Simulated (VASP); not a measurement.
# Gd2O (Pn-3m) in VASP: single point with PBE

Aim: the single point of Gd2O with PBE.

Program: VASP 6.6.1. These are calculated values, not measurements. Logs are shortened: lines on timing, memory, paths and dates and some standing lists are left out, and cuts for length are marked.

## Step 1: The cell of the first run

The structure is cubic, space group Pn-3m (No. 224). Conventional cell: a = 5.305 Å, b = 5.305 Å, c = 5.305 Å, α = 90.00°, β = 90.00°, γ = 90.00°. Gd (site symmetry -3m) has 2 O at 2.30 Å within 3.0 Å. Within 3.0 Å of O (site symmetry -43m) lie 4 Gd at 2.30 Å.

## Step 2: Single point, PBE, collinear spin, ferromagnetic start

Input file INCAR:

```
ALGO = Normal ; EDIFF = 1E-6
ENCUT = 520 ; GGA = PE
ISIF = 2 ; ISMEAR = 0
ISPIN = 2 ; LASPH = T
LCHARG = T ; LELF = T
LMAXMIX = 6 ; LORBIT = 11
LREAL = F ; LVHAR = T
LWAVE = F ; MAGMOM = 7.5 7.5 7.5 7.5 0 0
NBANDS = 55 ; NELM = 150
PREC = Accurate ; SIGMA = 0.1
```

Input file KPOINTS:

```
k-points
0
Gamma
  6 6 6
```

Input file POSCAR:

```
Gd2O
1.0
    5.3046437067      0.0000000000      0.0000000000
    0.0000000000      5.3046437067      0.0000000000
    0.0000000000      0.0000000000      5.3046437067
Gd O
4 2
Direct
    0.2500000000      0.2500000000      0.2500000000
    0.2500000000      0.7500000000      0.7500000000
    0.7500000000      0.7500000000      0.2500000000
    0.7500000000      0.2500000000      0.7500000000
    0.0000000000      0.0000000000      0.0000000000
    0.5000000000      0.5000000000      0.5000000000
```

Potentials or basis: VASP PAW PBE potentials, release 64 (Gd, O).

Command:

```console
> cat potpaw_PBE.64/Gd/POTCAR potpaw_PBE.64/O/POTCAR > POTCAR
> mpirun -np 1 vasp_std > vasp.out
```

OUTCAR:

```text
EDIFF = 1E-6
   ENCUT = 520
   GGA = PE
   ISIF = 2
   ISMEAR = 0
   ISPIN = 2
   LASPH = T
   LORBIT = 11
   LREAL = F
   NELM = 150
   PREC = Accurate

 ion  position               nearest neighbor table
   1  0.250  0.250  0.250-   5 2.30   6 2.30
   2  0.250  0.750  0.750-   5 2.30   6 2.30
   3  0.750  0.750  0.250-   5 2.30   6 2.30
   4  0.750  0.250  0.750-   5 2.30   6 2.30
   5  0.000  0.000  0.000-   1 2.30   2 2.30   3 2.30   4 2.30
   6  0.500  0.500  0.500-   1 2.30   2 2.30   3 2.30   4 2.30

  LATTYP: Found a simple cubic cell.
 ALAT       =     5.3046437067

  Lattice vectors:

 A1 = (   5.3046437067,   0.0000000000,   0.0000000000)
 A2 = (   0.0000000000,   5.3046437067,   0.0000000000)
 A3 = (   0.0000000000,   0.0000000000,   5.3046437067)

Analysis of symmetry for initial positions (statically):
=====================================================================
 Subroutine PRICEL returns:
 Original cell was already a primitive cell.

 Routine SETGRP: Setting up the symmetry group for a
 simple cubic supercell.

 Subroutine GETGRP returns: Found 48 space group operations
 (whereof 24 operations were pure point group operations)
 out of a pool of 48 trial point group operations.

The static configuration has the point symmetry T_d .
 The point group associated with its full space group is O_h .

Analysis of symmetry for dynamics (positions and initial velocities):
=====================================================================
 Subroutine PRICEL returns:
 Original cell was already a primitive cell.

 Routine SETGRP: Setting up the symmetry group for a
 simple cubic supercell.

 Subroutine GETGRP returns: Found 48 space group operations
 (whereof 24 operations were pure point group operations)
 out of a pool of 48 trial point group operations.

The dynamic configuration has the point symmetry T_d .
 The point group associated with its full space group is O_h .

Analysis of structural, dynamic, and magnetic symmetry:
=====================================================================
 Subroutine PRICEL returns:
 Original cell was already a primitive cell.

 Routine SETGRP: Setting up the symmetry group for a
 simple cubic supercell.

 Subroutine GETGRP returns: Found 48 space group operations
 (whereof 24 operations were pure point group operations)
[... 141 lines left out ...]
 maximum number of plane-waves:      4068
 NGX is ok and might be reduce to    40
   NGX = 19   NGY = 19   NGZ = 19

 number of electron      83.9999958 magnetization      25.9665266

 Free energy of the ion-electron system (eV)
  ---------------------------------------------------
  ext. energy  EPLUGINS =         0.00000000
  ---------------------------------------------------
  free energy    TOTEN  =       -67.17210758 eV

  energy without entropy =      -67.14403942  energy(sigma->0) =      -67.15807350

 E-fermi :   3.3864     XC(G=0):  -9.9359

 val. band max:        3.3853938511   @ k =   0.5000   0.0000   0.0000
 cond. band min:       3.3927248345   @ k =   0.5000   0.1667   0.1667
 fundamental gap:      0.0073309834
 Fermi energy:         3.3863556712

 spin component 1

 k-point     1 :       0.0000    0.0000    0.0000
  band No.  band energies     occupation
      1     -41.8844      1.00000
      2     -41.8287      1.00000
      3     -41.8287      1.00000
      4     -41.8287      1.00000
      5     -20.4239      1.00000
      6     -19.5214      1.00000
[... 1129 lines left out ...]
     53       1.5683      1.00000
     54       1.5683      1.00000
 Fermi energy:         3.3863556712

 spin component 2

 k-point     1 :       0.0000    0.0000    0.0000
  band No.  band energies     occupation
      1     -38.8770      1.00000
      2     -38.8009      1.00000
      3     -38.8009      1.00000
      4     -38.8009      1.00000
      5     -19.0944      1.00000
      6     -17.5741      1.00000
[... 1129 lines left out ...]
     53       4.1836      0.00000
     54       4.1836      0.00000
 [bands above 54 left out]

------------------------ aborting loop because EDIFF is reached ----------------------------------------

  FORCE on cell =-STRESS in cart. coord.  units (eV):
  Direction    XX          YY          ZZ          XY          YZ          ZX
  --------------------------------------------------------------------------------------
  -------------------------------------------------------------------------------------
  Total        0.4591548      0.4591548      0.4591548      0.0000000     -0.0000000     -0.0000000
  in kB        4.9283439      4.9283439      4.9283439      0.0000000     -0.0000000     -0.0000000
  external PRESSURE =       4.9283439 kB  Pullay stress =       0.0000000 kB

 VOLUME and BASIS-vectors are now :
 -----------------------------------------------------------------------------
  energy-cutoff  :      520.00
  volume of cell :      149.27
      direct lattice vectors                 reciprocal lattice vectors
     5.304643707  0.000000000  0.000000000     0.188514075  0.000000000  0.000000000
     0.000000000  5.304643707  0.000000000     0.000000000  0.188514075  0.000000000
     0.000000000  0.000000000  5.304643707     0.000000000  0.000000000  0.188514075

 POSITION                                       TOTAL-FORCE (eV/Angst)
 -----------------------------------------------------------------------------------
      1.32616      1.32616      1.32616        -0.000000      0.000000     -0.000000
      1.32616      3.97848      3.97848         0.000000     -0.000000     -0.000000
      3.97848      3.97848      1.32616        -0.000000     -0.000000     -0.000000
      3.97848      1.32616      3.97848        -0.000000      0.000000      0.000000
      0.00000      0.00000      0.00000        -0.000000     -0.000000     -0.000000
      2.65232      2.65232      2.65232        -0.000000      0.000000     -0.000000
 -----------------------------------------------------------------------------------
    total drift:                                0.000000     -0.000000     -0.000000

  FREE ENERGIE OF THE ION-ELECTRON SYSTEM (eV)
  ---------------------------------------------------
  free  energy   TOTEN  =       -67.1721075825 eV

  energy  without entropy=      -67.1440394230  energy(sigma->0) =      -67.15807350

 total charge

# of ion       s       p       d       f       tot
--------------------------------------------------
    1        2.053   5.603   0.499   7.054  15.209
    2        2.053   5.603   0.499   7.054  15.209
    3        2.053   5.603   0.499   7.054  15.209
    4        2.053   5.603   0.499   7.054  15.209
    5        1.570   3.452   0.000   0.000   5.021
    6        1.570   3.452   0.000   0.000   5.021
--------------------------------------------------
tot         11.353  29.314   1.995  28.216  70.878

 magnetization (x)

# of ion       s       p       d       f       tot
--------------------------------------------------
    1       -0.006  -0.088  -0.053   6.754   6.608
    2       -0.006  -0.088  -0.053   6.754   6.608
    3       -0.006  -0.088  -0.053   6.754   6.608
    4       -0.006  -0.088  -0.053   6.754   6.608
    5       -0.003  -0.048   0.000   0.000  -0.051
    6       -0.003  -0.048   0.000   0.000  -0.051
--------------------------------------------------
tot         -0.029  -0.448  -0.211  27.017  26.330
```

It took 61 min on 1 thread of Intel Xeon Platinum 8259CL at 2.50GHz (Skylake/Cascade Lake), shared host; peak memory 0.46 GiB.

Results:

```
Free energy                                           : -67.1721 eV
Pressure                                              : 0.5 GPa
Net moment                                            : 25.97 μB per cell
Site moments                                          : Gd +6.61; O -0.05 μB
Valence electrons inside the program's atomic spheres : Gd 15.21; O 5.02
```

Levels at points of the mesh, in eV from the Fermi level:
Spin up:
```
           k point  band 51  band 52  band 53  band 54  band 55
(0.00, 0.00, 0.00)    -3.17    -3.17    -3.17    -1.10    -1.10
(0.50, 0.00, 0.00)    -3.88    -3.88    -2.06    -2.06     0.05
(0.50, 0.50, 0.00)    -3.69    -3.69    -1.26    -1.26    -0.87
(0.50, 0.50, 0.50)    -3.39    -3.39    -1.82    -1.82    -1.82
```
Spin down:
```
           k point  band 24  band 25  band 26  band 27  band 28  band 29  band 30  band 31  band 32  band 33
(0.00, 0.00, 0.00)    -3.99    -3.99    -0.93    -0.93    -0.85    -0.85    -0.85     0.27     0.44     0.45
(0.50, 0.00, 0.00)    -4.52    -2.14    -2.14    -0.08    -0.08     0.00     0.00     0.06     0.06     0.37
(0.50, 0.50, 0.00)    -4.29    -1.29    -1.29    -0.95    -0.95     0.11     0.11     0.22     0.22     0.23
(0.50, 0.50, 0.50)    -4.12    -1.79    -1.79    -1.79     0.28     0.31     0.31     0.31     0.36     0.36
```

Caveat: the bands computed are all filled at some k points, so no gap is given; spin-orbit coupling is left out, which moves the levels of the heavy elements; without U or exact exchange the open f shell lies at the Fermi level, which spoils levels, moments and volumes.
